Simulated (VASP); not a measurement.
# Ga5N5H18: single point with PBE

The system is Ga5N5H18, in a box.

```xyz
28
Lattice="14.4000 0.0000 0.0000 0.0000 14.0000 0.0000 0.0000 0.0000 15.0000" Properties=species:S:1:pos:R:3 pbc="T T T"
Ga    7.2825    5.7341    5.0110
Ga    7.0957    6.0360    9.9564
Ga    7.0832    8.0705    7.3380
Ga    4.6941    5.7996    7.5521
Ga    9.6509    5.9765    7.4482
N     8.2613    6.8930    6.3502
N     8.5298    5.0741    8.8836
N     8.4460    8.9758    8.6997
N     6.0459    6.9472    8.5265
N     5.7824    4.8881    6.0946
H     8.2341    4.5577    4.5949
H     6.5715    6.6949    3.9929
H     7.8904    7.1587   10.7618
H     6.2488    4.9671   10.7199
H     8.7946    7.5033    5.7187
H     6.4139    9.2842    6.6258
H     8.1228    4.2208    8.4900
H     9.2016    4.7285    9.5763
H     8.2251    8.6501    9.6532
H     8.4481    9.9972    8.6789
H     9.3954    8.6236    8.5033
H     3.7154    6.7690    6.7984
H     4.2294    4.6594    8.5250
H    10.4654    7.1014    8.2307
H    10.4028    4.8688    6.6417
H     5.4216    7.5860    9.0343
H     6.0980    3.9782    6.4396
H     5.0802    4.6544    5.3852
```

| Item | Value |
| --- | --- |
| Program | VASP 6.6.1 |
| Task | single point |
| Functional | PBE |
| Potentials or basis | VASP PAW PBE potentials, release 64 (Ga_d, N, H) |
| Cutoff | 520 eV |
| k mesh | 1 × 1 × 1 |
| Occupations | gaussian, width 0.05 eV |
| Spin | no spin polarisation |

| Quantity | Value |
| --- | --- |
| Largest force | 0.061 eV/Å |
| Gap between the frontier levels | 4.93 eV |

Forces on the atoms (eV/Å):
```
Ga   0.006 -0.004 -0.030
Ga  -0.007 -0.001  0.029
Ga  -0.008  0.018 -0.014
Ga  -0.032 -0.004  0.004
Ga   0.026 -0.006 -0.012
N   -0.004  0.004  0.002
N    0.001 -0.026  0.010
N    0.021  0.047  0.034
N    0.008  0.007  0.001
N   -0.006 -0.021 -0.003
H   -0.013  0.014  0.006
H    0.008 -0.011  0.014
H   -0.007 -0.012 -0.005
H    0.013  0.014 -0.013
H    0.009  0.007 -0.011
H    0.012 -0.020  0.014
H   -0.005  0.004 -0.009
H    0.006  0.009  0.006
H   -0.001  0.001 -0.020
H   -0.005 -0.034 -0.006
H   -0.022  0.000 -0.004
H    0.014 -0.012  0.008
H    0.006  0.014 -0.014
H   -0.001 -0.021 -0.010
H   -0.009  0.018  0.014
H   -0.011  0.007  0.009
H    0.010 -0.001  0.010
H   -0.008  0.008 -0.009
```

Levels at points of the mesh, in eV from the valence-band top:
```
           k point  band 52  band 53  band 54  band 55  band 56  band 57
(0.00, 0.00, 0.00)    -0.18    -0.06     0.00     4.93     4.98     5.43
```

Run time: 33 min on 1 thread of Intel Xeon 8259CL, on a shared host, peak memory 1.9 GiB.
